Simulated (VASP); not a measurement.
# CdS (Pmmn) in VASP: further runs

Runs on CdS. Level: PBEsol. Tasks: single point.

All numbers are computed with VASP 6.6.1; they aren't measurements. Logs are shortened: lines on timing, memory, paths and dates and some standing lists are left out, and cuts for length are marked.

## Step 1: The cell of the first run

Symmetry: Pmmn, No. 59, orthorhombic system. The conventional cell has a = 3.898 Å, b = 5.511 Å, c = 3.898 Å, α = 90.00°, β = 90.00°, γ = 90.00°. Within 3.6 Å of Cd (site symmetry mm2) lie 6 S at 2.75 to 2.76 Å. S (site symmetry mm2) has 6 Cd at 2.75 to 2.76 Å within 3.6 Å.

## Step 2: Single point, PBEsol

File INCAR:

```
SYSTEM = CdS
ALGO     = Normal         ! electronic algorithm
EDIFF    = 1E-6           ! SCF threshold, eV
ENCUT    = 500            ! plane-wave cutoff, eV
GGA      = PS             ! functional
GGA_COMPAT= .False.      
ISIF     = 2              ! what is computed and relaxed
ISMEAR   = 0              ! smearing method
LASPH    = .True.         ! aspherical terms in the spheres
LCHARG   = .False.        ! write CHGCAR
LREAL    = .False.        ! projectors in reciprocal space
LWAVE    = .False.        ! write WAVECAR
NBANDS   = 26             ! bands
NELM     = 120            ! most SCF steps
PREC     = Accurate       ! precision mode
SIGMA    = 0.01           ! smearing width, eV
```

File KPOINTS:

```
k-points
0
Gamma
  4 2 4
  0 0 0
```

File POSCAR:

```
CdS
1.0
    3.8984400000      0.0000000000      0.0000000000
    0.0000000000      5.5114900000      0.0000000000
    0.0000000000      0.0000000000      3.8981000000
Cd S
2 2
Direct
    0.5000000000      0.5000000000      0.2430300000
    0.0000000000      0.0000000000      0.7569700000
    0.5000000000      0.0000000000      0.2551600000
    0.0000000000      0.5000000000      0.7448400000
```

Potentials or basis: VASP PAW PBE potentials, release 64 (Cd, S).

Started as:

```
cat potpaw_PBE.64/Cd/POTCAR potpaw_PBE.64/S/POTCAR > POTCAR
mpirun -np 1 vasp_std > vasp.out
```

OUTCAR:

```text
SYSTEM = CdS
   EDIFF = 1E-6
   ENCUT = 500
   GGA = PS
   ISIF = 2
   ISMEAR = 0
   LASPH = .True.
   LREAL = .False.
   NELM = 120
   PREC = Accurate

 ion  position               nearest neighbor table
   1  0.500  0.500  0.243-   4 2.75   4 2.75   3 2.76   3 2.76   4 2.76   4 2.76
   2  0.000  0.000  0.757-   3 2.75   3 2.75   4 2.76   4 2.76   3 2.76   3 2.76
   3  0.500  0.000  0.255-   2 2.75   2 2.75   1 2.76   1 2.76   2 2.76   2 2.76
   4  0.000  0.500  0.745-   1 2.75   1 2.75   2 2.76   2 2.76   1 2.76   1 2.76

  LATTYP: Found a simple orthorhombic cell.
 ALAT       =     3.8981000000
 B/A-ratio  =     1.0000872220
 C/A-ratio  =     1.4138913830

  Lattice vectors:

 A1 = (   0.0000000000,   0.0000000000,   3.8981000000)
 A2 = (   3.8984400000,   0.0000000000,   0.0000000000)
 A3 = (   0.0000000000,   5.5114900000,   0.0000000000)

Analysis of symmetry for initial positions (statically):
=====================================================================
 Subroutine PRICEL returns:
 Original cell was already a primitive cell.

 Routine SETGRP: Setting up the symmetry group for a
 simple orthorhombic supercell.

 Subroutine GETGRP returns: Found  8 space group operations
 (whereof  4 operations were pure point group operations)
 out of a pool of  8 trial point group operations.

The static configuration has the point symmetry C_2v.
 The point group associated with its full space group is D_2h.

Analysis of symmetry for dynamics (positions and initial velocities):
=====================================================================
 Subroutine PRICEL returns:
 Original cell was already a primitive cell.

 Routine SETGRP: Setting up the symmetry group for a
 simple orthorhombic supercell.

 Subroutine GETGRP returns: Found  8 space group operations
 (whereof  4 operations were pure point group operations)
 out of a pool of  8 trial point group operations.

The dynamic configuration has the point symmetry C_2v.
 The point group associated with its full space group is D_2h.

 Subroutine INISYM returns: Found  8 space group operations
 (whereof  4 operations are pure point group operations),
 and found     1 'primitive' translations

----------------------------------------------------------------------------------------

                                     Primitive cell

  volume of cell :      83.7554

  direct lattice vectors                    reciprocal lattice vectors
     3.898440000  0.000000000  0.000000000     0.256512862  0.000000000  0.000000000
     0.000000000  5.511490000  0.000000000     0.000000000  0.181439139  0.000000000
     0.000000000  0.000000000  3.898100000     0.000000000  0.000000000  0.256535235

  length of vectors
     3.898440000  5.511490000  3.898100000     0.256512862  0.181439139  0.256535235

  position of ions in fractional coordinates (direct lattice)
     0.500000000  0.500000000  0.243030000
     0.000000000  0.000000000  0.756970000
     0.500000000  0.000000000  0.255160000
     0.000000000  0.500000000  0.744840000

  ion indices of the primitive-cell ions
   primitive index   ion index
                 1           1
                 2           2
                 3           3
                 4           4

----------------------------------------------------------------------------------------

 KPOINTS: k-points

Automatic generation of k-mesh.
 Grid dimensions read from file:
 generate k-points for:    4    2    4

 Generating k-lattice:

  Cartesian coordinates                     Fractional coordinates (reciprocal lattice)
     0.064128215  0.000000000  0.000000000     0.250000000  0.000000000  0.000000000
     0.000000000  0.090719569  0.000000000     0.000000000  0.500000000  0.000000000
     0.000000000  0.000000000  0.064133809     0.000000000  0.000000000  0.250000000

  Length of vectors
     0.064128215  0.090719569  0.064133809

  Shift w.r.t. Gamma in fractional coordinates (k-lattice)
     0.000000000  0.000000000  0.000000000

 Subroutine IBZKPT returns following result:
 ===========================================

 Found     18 irreducible k-points:

 Following reciprocal coordinates:
            Coordinates               Weight
  0.000000  0.000000  0.000000      1.000000
  0.250000  0.000000  0.000000      2.000000
  0.500000  0.000000  0.000000      1.000000
  0.000000  0.500000  0.000000      1.000000
  0.250000  0.500000  0.000000      2.000000
  0.500000  0.500000  0.000000      1.000000
[... 10 lines left out ...]
  0.250000  0.500000  0.500000      2.000000
  0.500000  0.500000  0.500000      1.000000
   k-points           NKPTS =     18   k-points in BZ     NKDIM =     18   number of bands    NBANDS=     26
   number of dos      NEDOS =    301   number of ions     NIONS =      4
   total plane-waves  NPLWV =  31360
   dimension x,y,z NGX =    28 NGY =   40 NGZ =   28
   dimension x,y,z NGXF=    56 NGYF=   80 NGZF=   56
   ions per type =               2   2
   NGX,Y,Z   is equivalent  to a cutoff of  11.94, 12.07, 11.94 a.u.
   NGXF,Y,Z  is equivalent  to a cutoff of  23.88, 24.13, 23.88 a.u.
 SYSTEM =  CdS
   PREC   = accura    normal or accurate (medium, high low for compatibility)
   ISTART =      0    job   : 0-new  1-cont  2-samecut
   ICHARG =      2    charge: 1-file 2-atom 10-const
   ISPIN  =      1    spin polarized calculation?
   LNONCOLLINEAR =      F non collinear calculations
   LSORBIT =      F    spin-orbit coupling
   LASPH  =      T    aspherical Exc in radial PAW
   ENCUT  =  500.0 eV  36.75 Ry    6.06 a.u.   7.11 10.05  7.11*2*pi/ulx,y,z
   NELM   =    120;   NELMIN=  2; NELMDL= -5     # of ELM steps
   EDIFF  = 0.1E-05   stopping-criterion for ELM
   LREAL  =      F    real-space projection
   EDIFFG = 0.1E-04   stopping-criterion for IOM
   NSW    =      0    number of steps for IOM
   IBRION =     -1    ionic relax: 0-MD 1-quasi-New 2-CG
   NFREE  =      0    steps in history (QN), initial steepest desc. (CG)
   ISIF   =      2    stress and relaxation
   ISYM   =      2    0-nonsym 1-usesym 2-fastsym
   POTIM  = 0.5000    time-step for ionic-motion
   TEBEG  =    0.0;   TEEND  =   0.0 temperature during run
   PSTRESS=    0.0 pullay stress
   NELECT =      36.0000    total number of electrons
   NUPDOWN=      -1.0000    fix difference up-down
   EMIN   =  10.00;   EMAX   =-10.00  energy-range for DOS
   EFERMI =   0.00;   METHOD = LEGACY
   ISMEAR =     0;   SIGMA  =   0.01  broadening in eV -4-tet -1-fermi 0-gaus
   EFERMI_NEDOS =   21; number of points for ismear=-14 and -15
   IALGO  =     38    algorithm
   IMIX   =      4    mixing-type and parameters
     AMIX     =   0.40;   BMIX     =  1.00
     AMIX_MAG =   1.60;   BMIX_MAG =  1.00
  volume/ion in A,a.u.               =      20.94       141.30
  Fermi-wavevector in a.u.,A,eV,Ry     =   1.235487  2.334731 20.768303  1.526427
  Thomas-Fermi vector in A             =   2.370134
   LORBIT       =      0    0 simple, 1 ext, 2 COOP (PROOUT), +10 PAW based schemes
   GGA     = PS    functional components
   LHFCALC =     F    Hartree Fock is set to
   AEXX    =    0.0000 exact exchange contribution
   IVDW    =     0    specifies the selected vdW correction
   LEPSILON=     F    determine dielectric tensor
   LRPA    =     F    only Hartree local field effects (RPA)
 non-spin polarized calculation
 Gauss-broadening in eV      SIGMA  =   0.01
  energy-cutoff  :      500.00
  volume of cell :       83.76
 maximum number of plane-waves:      2156
   NGX = 15   NGY = 21   NGZ = 15

 number of electron      36.0000005 magnetization

 Free energy of the ion-electron system (eV)
  ---------------------------------------------------
  ext. energy  EPLUGINS =         0.00000000
  ---------------------------------------------------
  free energy    TOTEN  =       -13.16499308 eV

  energy without entropy =      -13.16499308  energy(sigma->0) =      -13.16499308

 E-fermi :   2.6662     XC(G=0): -10.4885

 val. band max:        2.6060049672   @ k =   0.0000   0.5000   0.5000
 cond. band min:       2.7172766970   @ k =   0.5000   0.0000   0.5000
 fundamental gap:      0.1112717298
 Fermi energy:         2.6662190151

 k-point     1 :       0.0000    0.0000    0.0000
  band No.  band energies     occupation
      1     -10.0548      2.00000
      2      -9.1701      2.00000
      3      -5.1239      2.00000
      4      -4.9758      2.00000
      5      -4.9739      2.00000
      6      -4.9732      2.00000
[... 18 lines left out ...]
     25      12.2175      0.00000
     26      13.5654      0.00000

 k-point     2 :       0.2500    0.0000    0.0000
  band No.  band energies     occupation
      1      -9.7264      2.00000
      2      -9.0442      2.00000
      3      -5.0970      2.00000
      4      -5.0789      2.00000
      5      -5.0631      2.00000
      6      -5.0317      2.00000
[... 18 lines left out ...]
     25      11.0677      0.00000
     26      11.2460      0.00000

 k-point     3 :       0.5000    0.0000    0.0000
  band No.  band energies     occupation
      1      -9.1242      2.00000
      2      -9.1242      2.00000
      3      -5.2028      2.00000
      4      -5.2028      2.00000
      5      -5.1508      2.00000
      6      -5.1508      2.00000
[... 18 lines left out ...]
     25       9.7479      0.00000
     26       9.7479      0.00000

 k-point     4 :       0.0000    0.5000    0.0000
  band No.  band energies     occupation
      1      -9.5128      2.00000
      2      -9.5128      2.00000
      3      -5.1046      2.00000
      4      -5.1046      2.00000
      5      -5.0483      2.00000
      6      -5.0483      2.00000
[... 18 lines left out ...]
     25      11.7042      0.00000
     26      11.7067      0.00000

 k-point     5 :       0.2500    0.5000    0.0000
  band No.  band energies     occupation
      1      -9.2560      2.00000
      2      -9.2560      2.00000
      3      -5.1867      2.00000
      4      -5.1867      2.00000
      5      -5.1202      2.00000
      6      -5.1202      2.00000
[... 18 lines left out ...]
     25       9.9406      0.00000
     26       9.9406      0.00000

 k-point     6 :       0.5000    0.5000    0.0000
  band No.  band energies     occupation
      1      -8.9484      2.00000
      2      -8.9484      2.00000
      3      -5.2631      2.00000
      4      -5.2631      2.00000
      5      -5.2597      2.00000
      6      -5.2597      2.00000
[... 253 lines left out ...]
 k-point    15 :       0.5000    0.0000    0.5000
  band No.  band energies     occupation
      1      -9.1708      2.00000
      2      -9.1708      2.00000
      3      -5.1256      2.00000
      4      -5.1256      2.00000
      5      -4.8696      2.00000
      6      -4.8696      2.00000
[... 18 lines left out ...]
     25      13.5710      0.00000
     26      13.5733      0.00000

 k-point    16 :       0.0000    0.5000    0.5000
  band No.  band energies     occupation
      1      -8.9483      2.00000
      2      -8.9483      2.00000
      3      -5.2629      2.00000
      4      -5.2629      2.00000
      5      -5.2602      2.00000
      6      -5.2602      2.00000
[... 18 lines left out ...]
     25       9.1626      0.00000
     26       9.1626      0.00000

 k-point    17 :       0.2500    0.5000    0.5000
  band No.  band energies     occupation
      1      -8.9870      2.00000
      2      -8.9870      2.00000
      3      -5.1892      2.00000
      4      -5.1892      2.00000
      5      -5.0637      2.00000
      6      -5.0637      2.00000
[... 18 lines left out ...]
     25      10.5205      0.00000
     26      10.5205      0.00000

 k-point    18 :       0.5000    0.5000    0.5000
  band No.  band energies     occupation
      1      -9.0235      2.00000
      2      -9.0235      2.00000
      3      -5.1066      2.00000
      4      -5.1066      2.00000
      5      -4.9702      2.00000
      6      -4.9702      2.00000
[... 18 lines left out ...]
     25      10.1319      0.00000
     26      10.1319      0.00000

------------------------ aborting loop because EDIFF is reached ----------------------------------------

  FORCE on cell =-STRESS in cart. coord.  units (eV):
  Direction    XX          YY          ZZ          XY          YZ          ZX
  --------------------------------------------------------------------------------------
  -------------------------------------------------------------------------------------
  Total       -1.7254701     -2.7945782     -1.7291268      0.0000000      0.0000000      0.0000000
  in kB      -33.0069331    -53.4581595    -33.0768817      0.0000000      0.0000000      0.0000000
  external PRESSURE =     -39.8473248 kB  Pullay stress =       0.0000000 kB

 VOLUME and BASIS-vectors are now :
 -----------------------------------------------------------------------------
  energy-cutoff  :      500.00
  volume of cell :       83.76
      direct lattice vectors                 reciprocal lattice vectors
     3.898440000  0.000000000  0.000000000     0.256512862  0.000000000  0.000000000
     0.000000000  5.511490000  0.000000000     0.000000000  0.181439139  0.000000000
     0.000000000  0.000000000  3.898100000     0.000000000  0.000000000  0.256535235

 POSITION                                       TOTAL-FORCE (eV/Angst)
 -----------------------------------------------------------------------------------
      1.94922      2.75575      0.94736         0.000000      0.000000      0.017523
      0.00000      0.00000      2.95074         0.000000      0.000000     -0.017523
      1.94922      0.00000      0.99464         0.000000      0.000000     -0.020452
      0.00000      2.75575      2.90346         0.000000      0.000000      0.020452
 -----------------------------------------------------------------------------------
    total drift:                                0.000000      0.000000      0.000000

  FREE ENERGIE OF THE ION-ELECTRON SYSTEM (eV)
  ---------------------------------------------------
  free  energy   TOTEN  =       -13.1649930839 eV

  energy  without entropy=      -13.1649930839  energy(sigma->0) =      -13.16499308
```

Run time: 18 s. Hardware: 1 thread of Intel Xeon Platinum 8488C (Sapphire Rapids), shared host; peak memory 0.19 GiB.

Results:

```
Free energy            : -13.1650 eV
Pressure               : -4.0 GPa
Largest force          : 0.020 eV/Å
Band gap on the k mesh : 0.11 eV
```

Forces on the atoms (eV/Å):
```
Cd   0.000  0.000  0.018
Cd   0.000  0.000 -0.018
S    0.000  0.000 -0.020
S    0.000  0.000  0.020
```

Stress tensor (GPa, compression positive):
```
-3.30  0.00  0.00
 0.00 -5.35  0.00
 0.00  0.00 -3.31
```

Levels at points of the mesh, in eV from the valence-band top:
```tsv
k point	band 16	band 17	band 18	band 19	band 20	band 21
(0.00, 0.00, 0.00)	-0.70	-0.70	-0.70	0.11	0.68	5.92
(0.50, 0.00, 0.00)	-2.27	-0.14	-0.14	4.28	4.28	5.25
(0.00, 0.50, 0.00)	-1.36	-1.36	-1.36	2.90	2.90	6.39
(0.50, 0.50, 0.00)	0.00	0.00	0.00	3.36	3.36	5.79
(0.00, 0.00, 0.50)	-2.27	-0.15	-0.13	4.26	4.29	5.25
(0.50, 0.00, 0.50)	-2.08	-2.08	-2.08	0.11	0.11	5.91
(0.00, 0.50, 0.50)	0.00	0.00	0.00	3.36	3.36	5.79
(0.50, 0.50, 0.50)	-3.15	-2.86	-2.86	3.27	3.27	6.54
```

Caveat: the k points lie up to 0.57 Å⁻¹ apart; the PAW data sets were made with another functional, which shifts forces and pressure a little. A k mesh can miss the band edges.

## Step 3: Single point, PBEsol

File INCAR:

```
  ALGO = Normal
  EDIFF = 1E-6
  ENCUT = 500
  GGA = PS
  GGA_COMPAT = False
  ISIF = 2
  ISMEAR = 0
  LASPH = True
  LCHARG = False
  LREAL = False
  LWAVE = False
  NBANDS = 26
  NELM = 120
  PREC = Accurate
  SIGMA = 0.01
```

File KPOINTS:

```
k-points
0
Gamma
  4 4 4
```

POSCAR is that of step 2.

Potentials or basis: VASP PAW PBE potentials, release 64 (Cd, S).

Started as:

```
cat potpaw_PBE.64/Cd/POTCAR potpaw_PBE.64/S/POTCAR > POTCAR
mpirun -np 1 vasp_std > vasp.out
```

Run time: 24 s. Hardware: 1 thread of Intel Xeon Platinum 8488C (Sapphire Rapids), shared host; peak memory 0.2 GiB.

The run converged. Its results:

```
Free energy            : -13.1733 eV
Pressure               : -4.1 GPa
Largest force          : 0.024 eV/Å
Band gap on the k mesh : 0.11 eV
```

Forces in eV/Å, atoms in the order of the input:
```
Cd   0.000  0.000  0.020
Cd   0.000  0.000 -0.020
S    0.000  0.000 -0.024
S    0.000  0.000  0.024
```

Stress tensor (GPa, compression positive):
```
-3.83  0.00  0.00
 0.00 -4.58  0.00
 0.00  0.00 -3.84
```

Levels at points of the mesh, in eV from the valence-band top:
| k point | band 14 | band 15 | band 16 | band 17 | band 18 | band 19 | band 20 | band 21 | band 22 | band 23 |
| --- | --- | --- | --- | --- | --- | --- | --- | --- | --- | --- |
| (0.00, 0.00, 0.00) | -2.08 | -2.08 | -0.71 | -0.70 | -0.70 | 0.12 | 0.68 | 5.92 | 9.10 | 9.13 |
| (0.50, 0.00, 0.00) | -3.89 | -2.27 | -2.27 | -0.14 | -0.14 | 4.28 | 4.28 | 5.25 | 5.25 | 6.65 |
| (0.00, 0.50, 0.00) | -2.72 | -1.36 | -1.36 | -1.36 | -1.36 | 2.90 | 2.90 | 6.39 | 6.39 | 6.86 |
| (0.50, 0.50, 0.00) | -4.82 | 0.00 | 0.00 | 0.00 | 0.00 | 3.36 | 3.36 | 5.79 | 5.79 | 5.80 |
| (0.00, 0.00, 0.50) | -3.82 | -2.27 | -2.27 | -0.15 | -0.13 | 4.26 | 4.29 | 5.25 | 5.26 | 6.59 |
| (0.50, 0.00, 0.50) | -4.17 | -2.09 | -2.09 | -2.08 | -2.08 | 0.11 | 0.11 | 5.92 | 5.92 | 9.58 |
| (0.00, 0.50, 0.50) | -4.82 | 0.00 | 0.00 | 0.00 | 0.00 | 3.36 | 3.36 | 5.79 | 5.79 | 5.80 |
| (0.50, 0.50, 0.50) | -3.15 | -3.15 | -3.15 | -2.85 | -2.85 | 3.27 | 3.27 | 6.54 | 6.54 | 7.52 |

Caveat: the PAW data sets were made with another functional, which shifts forces and pressure a little. A k mesh can miss the band edges.

## Step 4: Single point, PBEsol

File INCAR:

```
ALGO = Normal
EDIFF = 1E-6
ENCUT = 500
GGA = PS
GGA_COMPAT = False
ISIF = 2
ISMEAR = 0
LASPH = True
LCHARG = True
LELF = True
LREAL = False
LVHAR = True
LWAVE = False
NBANDS = 26
NELM = 120
PREC = Accurate
SIGMA = 0.01
```

File KPOINTS:

```
k-points
0
Gamma
  8 6 8
```

POSCAR is that of step 3.

Started as:

```
cat potpaw_PBE.64/Cd/POTCAR potpaw_PBE.64/S/POTCAR > POTCAR
mpirun -np 1 vasp_std > vasp.out
```

Run time: 82 s. Hardware: 1 thread of Intel Xeon Platinum 8488C (Sapphire Rapids), shared host; peak memory 0.3 GiB.

The run converged. Its results:

```yaml
Free_energy: -13.2305 eV
Pressure: -4.2 GPa
Largest_force: 0.029 eV/Å
Band_gap_on_the_k_mesh: 0.13 eV
```

Forces on the atoms (eV/Å):
```
Cd   0.000  0.000  0.019
Cd   0.000  0.000 -0.019
S    0.000  0.000 -0.029
S    0.000  0.000  0.029
```

Levels at points of the mesh, in eV from the valence-band top:
```csv
k point,band 16,band 17,band 18,band 19,band 20,band 21
"(0.00, 0.00, 0.00)",-0.71,-0.70,-0.70,0.13,0.69,5.93
"(0.50, 0.00, 0.00)",-2.26,-0.14,-0.14,4.29,4.29,5.26
"(0.00, 0.50, 0.00)",-1.36,-1.36,-1.36,2.91,2.91,6.40
"(0.50, 0.50, 0.00)",0.00,0.00,0.00,3.37,3.37,5.81
"(0.00, 0.00, 0.50)",-2.26,-0.15,-0.13,4.28,4.31,5.26
"(0.50, 0.00, 0.50)",-2.08,-2.08,-2.08,0.13,0.13,5.93
"(0.00, 0.50, 0.50)",0.00,0.00,0.00,3.37,3.37,5.81
"(0.50, 0.50, 0.50)",-3.14,-2.84,-2.84,3.28,3.28,6.56
```

Caveat: the PAW data sets were made with another functional, which shifts forces and pressure a little.

## Step 5: The runs side by side

| k mesh | gap on the mesh (eV) | pressure (GPa) | largest force (eV/Å) |
| --- | --- | --- | --- |
| 4 × 2 × 4 | 0.11 | -4.0 | 0.02 |
| 4 × 4 × 4 | 0.11 | -4.1 | 0.02 |
| 8 × 6 × 8 | 0.13 | -4.2 | 0.03 |

Alike in all rows: task single point; level PBEsol; potentials or basis VASP PAW PBE potentials, release 64 (Cd, S); no spin polarisation; cell as given; cutoff (eV) 500; smearing gaussian 0.01 eV.

Caveats: some runs use coarse meshes; the PAW data sets were made with another functional, which shifts forces and pressure a little.

Absolute energies hang on the potentials; compare differences alone.
